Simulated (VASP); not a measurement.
# TaN (P-62m) in VASP: a series of runs, part 2 of 3

VASP 6.6.1.

**3. Single point, PBE+D4**

This run uses another cell than the first one, of 10.44 Å³/atom, 1.045 times its volume.

Input file INCAR:

```
SYSTEM = TaN
PREC = Accurate ; ENCUT = 520
EDIFF = 1E-6 ; ISMEAR = -1
SIGMA = 0.1 ; LREAL = .False.
LASPH = .True. ; NELM = 80
ALGO = Normal ; ISIF = 2
LWAVE = .False. ; LCHARG = .True.
GGA = PE ; IVDW = 13
LELF = .True. ; LVHAR = .True.
NBANDS = 33
```

Input file KPOINTS:

```
regular mesh
0
Gamma
  5 5 8
  0 0 0
```

Input file POSCAR:

```
TaN
1.0
    5.0535715410      0.0000000000      0.0000000000
   -2.5267857705      4.3765213363      0.0000000000
    0.0000000000      0.0000000000      2.8312060731
Ta N
3 3
Direct
    0.3333333333      0.6666666667      0.5000000000
    0.6666666667      0.3333333333      0.5000000000
    0.0000000000      0.0000000000      0.0000000000
    0.3928500000      0.0000000000      0.0000000000
    0.6071500000      0.6071500000      0.0000000000
    0.0000000000      0.3928500000      0.0000000000
```

Potentials or basis: VASP PAW PBE potentials, release 64 (Ta_pv, N).

Launch:

```bash
$ cat potpaw_PBE.64/Ta_pv/POTCAR potpaw_PBE.64/N/POTCAR > POTCAR
$ mpirun -np 1 vasp_std > vasp.out
```

OUTCAR:

```text
SYSTEM = TaN
   PREC = Accurate
   ENCUT = 520
   EDIFF = 1E-6
   ISMEAR = -1
   LREAL = .False.
   LASPH = .True.
   NELM = 80
   ISIF = 2
   GGA = PE
   IVDW = 13

 ion  position               nearest neighbor table
   1  0.333  0.667  0.500-   5 2.10   5 2.10   6 2.10   6 2.10   4 2.10   4 2.10   2 2.92   2 2.92
                             2 2.92   3 3.24   3 3.24   3 3.24   3 3.24   3 3.24   3 3.24
   2  0.667  0.333  0.500-   6 2.10   6 2.10   4 2.10   4 2.10   5 2.10   5 2.10   1 2.92   1 2.92
                             1 2.92   3 3.24   3 3.24   3 3.24   3 3.24   3 3.24   3 3.24
   3  0.000  0.000  0.000-   4 1.99   5 1.99   6 1.99   2 3.24   1 3.24   1 3.24   2 3.24   2 3.24
                             2 3.24   1 3.24   1 3.24   2 3.24   2 3.24   1 3.24   1 3.24
   4  0.393  0.000  0.000-   3 1.99   1 2.10   1 2.10   2 2.10   2 2.10
   5  0.607  0.607  0.000-   3 1.99   1 2.10   1 2.10   2 2.10   2 2.10
   6  0.000  0.393  0.000-   3 1.99   2 2.10   2 2.10   1 2.10   1 2.10

  LATTYP: Found a hexagonal cell.
 ALAT       =     5.0535715410
 C/A-ratio  =     0.5602386451

  Lattice vectors:

 A1 = (   5.0535715410,   0.0000000000,   0.0000000000)
 A2 = (  -2.5267857705,   4.3765213363,   0.0000000000)
 A3 = (   0.0000000000,   0.0000000000,   2.8312060731)

Analysis of symmetry for initial positions (statically):
=====================================================================
 Subroutine PRICEL returns:
 Original cell was already a primitive cell.

 Routine SETGRP: Setting up the symmetry group for a
 hexagonal supercell.

 Subroutine GETGRP returns: Found 12 space group operations
 (whereof 12 operations were pure point group operations)
 out of a pool of 24 trial point group operations.

The static configuration has the point symmetry D_3h.

Analysis of symmetry for dynamics (positions and initial velocities):
=====================================================================
 Subroutine PRICEL returns:
 Original cell was already a primitive cell.

 Routine SETGRP: Setting up the symmetry group for a
 hexagonal supercell.

 Subroutine GETGRP returns: Found 12 space group operations
 (whereof 12 operations were pure point group operations)
 out of a pool of 24 trial point group operations.

The dynamic configuration has the point symmetry D_3h.

 Subroutine INISYM returns: Found 12 space group operations
 (whereof 12 operations are pure point group operations),
 and found     1 'primitive' translations

----------------------------------------------------------------------------------------

                                     Primitive cell

  volume of cell :      62.6180

  direct lattice vectors                    reciprocal lattice vectors
     5.053571541  0.000000000  0.000000000     0.197879854  0.114245987  0.000000000
    -2.526785771  4.376521336  0.000000000     0.000000000  0.228491974  0.000000000
     0.000000000  0.000000000  2.831206073     0.000000000  0.000000000  0.353206363

  length of vectors
     5.053571541  5.053571543  2.831206073     0.228491974  0.228491974  0.353206363

  position of ions in fractional coordinates (direct lattice)
     0.333333333  0.666666667  0.500000000
     0.666666667  0.333333333  0.500000000
     0.000000000  0.000000000  0.000000000
[... 42 lines left out ...]
  0.200000  0.000000  0.000000      6.000000
  0.400000  0.000000  0.000000      6.000000
  0.200000  0.200000  0.000000      6.000000
  0.400000  0.200000  0.000000      6.000000
  0.000000  0.000000  0.125000      2.000000
[... 16 lines left out ...]
  0.400000  0.000000  0.500000      6.000000
  0.200000  0.200000  0.500000      6.000000
   k-points           NKPTS =     25   k-points in BZ     NKDIM =     25   number of bands    NBANDS=     33
   number of dos      NEDOS =    301   number of ions     NIONS =      6
   total plane-waves  NPLWV =  38400
   dimension x,y,z NGX =    40 NGY =   40 NGZ =   24
   dimension x,y,z NGXF=    80 NGYF=   80 NGZF=   48
   ions per type =               3   3
   NGX,Y,Z   is equivalent  to a cutoff of  13.16, 13.16, 14.09 a.u.
   NGXF,Y,Z  is equivalent  to a cutoff of  26.32, 26.32, 28.19 a.u.
 SYSTEM =  TaN
   PREC   = accura    normal or accurate (medium, high low for compatibility)
   ISTART =      0    job   : 0-new  1-cont  2-samecut
   ICHARG =      2    charge: 1-file 2-atom 10-const
   ISPIN  =      1    spin polarized calculation?
   LNONCOLLINEAR =      F non collinear calculations
   LSORBIT =      F    spin-orbit coupling
   LASPH  =      T    aspherical Exc in radial PAW
   ENCUT  =  520.0 eV  38.22 Ry    6.18 a.u.   9.40  9.40  5.26*2*pi/ulx,y,z
   NELM   =     80;   NELMIN=  2; NELMDL= -5     # of ELM steps
   EDIFF  = 0.1E-05   stopping-criterion for ELM
   LREAL  =      F    real-space projection
   EDIFFG = 0.1E-04   stopping-criterion for IOM
   NSW    =      0    number of steps for IOM
   IBRION =     -1    ionic relax: 0-MD 1-quasi-New 2-CG
   NFREE  =      0    steps in history (QN), initial steepest desc. (CG)
   ISIF   =      2    stress and relaxation
   ISYM   =      2    0-nonsym 1-usesym 2-fastsym
   POTIM  = 0.5000    time-step for ionic-motion
   TEBEG  =    0.0;   TEEND  =   0.0 temperature during run
   PSTRESS=    0.0 pullay stress
   NELECT =      48.0000    total number of electrons
   NUPDOWN=      -1.0000    fix difference up-down
   EMIN   =  10.00;   EMAX   =-10.00  energy-range for DOS
   EFERMI =   0.00;   METHOD = LEGACY
   ISMEAR =    -1;   SIGMA  =   0.10  broadening in eV -4-tet -1-fermi 0-gaus
   EFERMI_NEDOS =   21; number of points for ismear=-14 and -15
   IALGO  =     38    algorithm
   IMIX   =      4    mixing-type and parameters
     AMIX     =   0.40;   BMIX     =  1.00
     AMIX_MAG =   1.60;   BMIX_MAG =  1.00
  volume/ion in A,a.u.               =      10.44        70.43
  Fermi-wavevector in a.u.,A,eV,Ry     =   1.498266  2.831312 30.542372  2.244801
  Thomas-Fermi vector in A             =   2.610047
   LORBIT       =      0    0 simple, 1 ext, 2 COOP (PROOUT), +10 PAW based schemes
   GGA     = PE    functional components
   LHFCALC =     F    Hartree Fock is set to
   AEXX    =    0.0000 exact exchange contribution
   IVDW    =    13    specifies the selected vdW correction
   LEPSILON=     F    determine dielectric tensor
   LRPA    =     F    only Hartree local field effects (RPA)
 non-spin polarized calculation
  energy-cutoff  :      520.00
  volume of cell :       62.62
 maximum number of plane-waves:      1700
 NGX is ok and might be reduce to    40
   NGX = 19   NGY = 19   NGZ = 11

 number of electron      48.0000001 magnetization

 Free energy of the ion-electron system (eV)
  ---------------------------------------------------
  ext. energy  EPLUGINS =         0.00000000
  ---------------------------------------------------
  free energy    TOTEN  =       -66.75444584 eV

  energy without entropy =      -66.72944625  energy(sigma->0) =      -66.74194604

 E-fermi :   9.4219     XC(G=0): -13.4597

 val. band max:        9.2149050599   @ k =   0.2000   0.0000   0.1250
 cond. band min:       9.5667510348   @ k =   0.2000   0.0000   0.2500
 fundamental gap:      0.3518459749
 Fermi energy:         9.4219410627

 k-point     1 :       0.0000    0.0000    0.0000
  band No.  band energies     occupation
      1     -26.9906      2.00000
      2     -26.9906      2.00000
      3     -26.5514      2.00000
      4     -26.5514      2.00000
      5     -26.2825      2.00000
      6     -26.1316      2.00000
[... 853 lines left out ...]
     32      14.8027      0.00000
     33      15.1610      0.00000

 [... further k-points ...]

------------------------ aborting loop because EDIFF is reached ----------------------------------------

  DFT-D4 for vdW energy calculation

  Edisp (eV):   -1.97860

  FORCE on cell =-STRESS in cart. coord.  units (eV):
  Direction    XX          YY          ZZ          XY          YZ          ZX
  --------------------------------------------------------------------------------------
  -------------------------------------------------------------------------------------
  Total      13.17364    13.17364    13.12476     0.00000     0.00000    -0.00000
  in kB     337.06804   337.06804   335.81726     0.00000     0.00000    -0.00000
  external pressure =      336.65 kB  Pullay stress =        0.00 kB

 VOLUME and BASIS-vectors are now :
 -----------------------------------------------------------------------------
  energy-cutoff  :      520.00
  volume of cell :       62.62
      direct lattice vectors                 reciprocal lattice vectors
     5.053571541  0.000000000  0.000000000     0.197879854  0.114245987  0.000000000
    -2.526785771  4.376521336  0.000000000     0.000000000  0.228491974  0.000000000
     0.000000000  0.000000000  2.831206073     0.000000000  0.000000000  0.353206363

 POSITION                                       TOTAL-FORCE (eV/Angst)
 -----------------------------------------------------------------------------------
     -0.00000      2.91768      1.41560         0.000000     -0.000000      0.000000
      2.52679      1.45884      1.41560        -0.000000     -0.000000      0.000000
      0.00000      0.00000      0.00000        -0.000000     -0.000000      0.000000
      1.98530      0.00000      0.00000         0.395818     -0.000000      0.000000
      1.53414      2.65720      0.00000        -0.197909     -0.342788     -0.000000
     -0.99265      1.71932      0.00000        -0.197909      0.342788      0.000000
 -----------------------------------------------------------------------------------
    total drift:                               -0.000000     -0.000000      0.000000

  FREE ENERGIE OF THE ION-ELECTRON SYSTEM (eV)
  ---------------------------------------------------
  free  energy   TOTEN  =       -68.7330460596 eV

  energy  without entropy=      -68.7080464711  energy(sigma->0) =      -68.72054627
```

It took 80 s on 1 thread of AMD EPYC 7R43 (Zen 3), shared host; peak memory 0.17 GiB.

Results:

| Item | Value |
| --- | --- |
| Free energy | -68.7330 eV |
| Pressure | 33.7 GPa |
| Largest force | 0.396 eV/Å |
| Band gap on the k mesh | zero (band 24 reaches 11.42 eV, above the bottom of band 25 at 8.01 eV) |
| Dispersion energy per atom | -0.330 eV |

Forces on the atoms (eV/Å):
```
Ta   0.000  0.000  0.000
Ta   0.000  0.000  0.000
Ta   0.000  0.000  0.000
N    0.396  0.000  0.000
N   -0.198 -0.343  0.000
N   -0.198  0.343  0.000
```

Stress tensor (GPa, compression positive):
```
33.71  0.00  0.00
 0.00 33.71  0.00
 0.00  0.00 33.58
```

Caveat: spin-orbit coupling is left out, which moves the levels of the heavy elements; pairwise dispersion overbinds metals, which lowers pressure and volume.

**4. Single point, PBE+D4**

This run uses another cell than the first one, of 10.89 Å³/atom, 1.091 times its volume.

Input file INCAR:

```
SYSTEM = TaN
ALGO     = Normal         ! electronic algorithm
EDIFF    = 1E-6           ! SCF threshold, eV
ENCUT    = 520            ! plane-wave cutoff, eV
GGA      = PE             ! functional
ISIF     = 2              ! what is computed and relaxed
ISMEAR   = -1             ! smearing method
IVDW     = 13             ! dispersion correction
LASPH    = .True.         ! aspherical terms in the spheres
LCHARG   = .False.        ! write CHGCAR
LREAL    = .False.        ! projectors in reciprocal space
LWAVE    = .False.        ! write WAVECAR
NBANDS   = 33             ! bands
NELM     = 60             ! most SCF steps
PREC     = Accurate       ! precision mode
SIGMA    = 0.1            ! smearing width, eV
```

Input file KPOINTS:

```
k-points
0
Gamma
  5 5 8
  0 0 0
```

POSCAR, as its differences from that of step 3:

```diff
@@ -2,5 +2,5 @@
 1.0
-    5.0535715410      0.0000000000      0.0000000000
-   -2.5267857705      4.3765213363      0.0000000000
-    0.0000000000      0.0000000000      2.8312060731
+    5.1257751753      0.0000000000      0.0000000000
+   -2.5628875876      4.4390515178      0.0000000000
+    0.0000000000      0.0000000000      2.8716573394
 Ta N
```

Launch:

```bash
$ cat potpaw_PBE.64/Ta_pv/POTCAR potpaw_PBE.64/N/POTCAR > POTCAR
$ mpirun -np 1 vasp_std > vasp.out
```

Wall time 86 s (1 thread of AMD EPYC 7R43 (Zen 3), shared host); peak memory 0.17 GiB.

It converged, with:

```
Free energy                : -69.1489 eV
Pressure                   : 15.6 GPa
Largest force              : 0.190 eV/Å
Band gap on the k mesh     : zero (band 24 reaches 10.82 eV, above the bottom of band 25 at 7.56 eV)
Dispersion energy per atom : -0.315 eV
```

Forces in eV/Å, atoms in the order of the input:
```
Ta   0.000  0.000  0.000
Ta   0.000  0.000  0.000
Ta   0.000  0.000  0.000
N    0.190  0.000  0.000
N   -0.095 -0.165  0.000
N   -0.095  0.165  0.000
```

Stress tensor (GPa, compression positive):
```
15.92  0.00  0.00
 0.00 15.92  0.00
 0.00  0.00 15.03
```

Levels at points of the mesh, in eV from the Fermi level:
```tsv
k point	band 21	band 22	band 23	band 24	band 25	band 26	band 27	band 28
(0.00, 0.00, 0.00)	-4.56	-3.55	-2.10	-1.11	-1.11	0.48	0.48	1.81
(0.00, 0.00, 0.50)	-4.57	-3.14	-3.14	1.89	1.89	1.94	2.22	2.22
```

Caveat: spin-orbit coupling is left out, which moves the levels of the heavy elements; pairwise dispersion overbinds metals, which lowers pressure and volume.

**5. Single point, PBE+D4**

This run uses another cell than the first one, of 11.34 Å³/atom, 1.136 times its volume.

Input file INCAR:

```
PREC = Accurate ; ENCUT = 520
EDIFF = 1E-6 ; ISMEAR = -1
SIGMA = 0.1 ; LREAL = F
LASPH = T ; NELM = 100
ALGO = Normal ; ISIF = 2
LWAVE = F ; LCHARG = T
GGA = PE ; IVDW = 13
LELF = T ; LVHAR = T
NBANDS = 33
```

Input file KPOINTS:

```
regular mesh
0
Gamma
  5 5 8
```

POSCAR, as its differences from that of step 4:

```diff
@@ -2,5 +2,5 @@
 1.0
-    5.1257751753      0.0000000000      0.0000000000
-   -2.5628875876      4.4390515178      0.0000000000
-    0.0000000000      0.0000000000      2.8716573394
+    5.1960000000      0.0000000000      0.0000000000
+   -2.5980000000      4.4998680000      0.0000000000
+    0.0000000000      0.0000000000      2.9110000000
 Ta N
```

Launch:

```bash
$ cat potpaw_PBE.64/Ta_pv/POTCAR potpaw_PBE.64/N/POTCAR > POTCAR
$ mpirun -np 1 vasp_std > vasp.out
```

Wall time 88 s (1 thread of AMD EPYC 7R43 (Zen 3), shared host); peak memory 0.18 GiB.

The run converged. Its results:

```yaml
Free_energy: -69.2885 eV
Pressure: 1.0 GPa
Largest_force: 0.008 eV/Å
Band_gap_on_the_k_mesh: zero (band 24 reaches 10.26 eV, above the bottom of band 25 at 7.14 eV)
Dispersion_energy_per_atom: -0.301 eV
```

Forces in eV/Å, atoms in the order of the input:
```
Ta   0.000  0.000  0.000
Ta   0.000  0.000  0.000
Ta   0.000  0.000  0.000
N    0.008  0.000  0.000
N   -0.004 -0.007  0.000
N   -0.004  0.007  0.000
```

Stress tensor (GPa, compression positive):
```
1.54 0.00 0.00
0.00 1.54 0.00
0.00 0.00 0.04
```

Levels at points of the mesh, in eV from the Fermi level:
```tsv
k point	band 22	band 23	band 24	band 25	band 26	band 27
(0.00, 0.00, 0.00)	-3.46	-2.03	-1.04	-1.04	0.48	0.48
(0.00, 0.00, 0.50)	-2.99	-2.99	1.80	1.80	1.85	2.10
```

Caveat: spin-orbit coupling is left out, which moves the levels of the heavy elements; pairwise dispersion overbinds metals, which lowers pressure and volume.

[end of part 2 of 3]
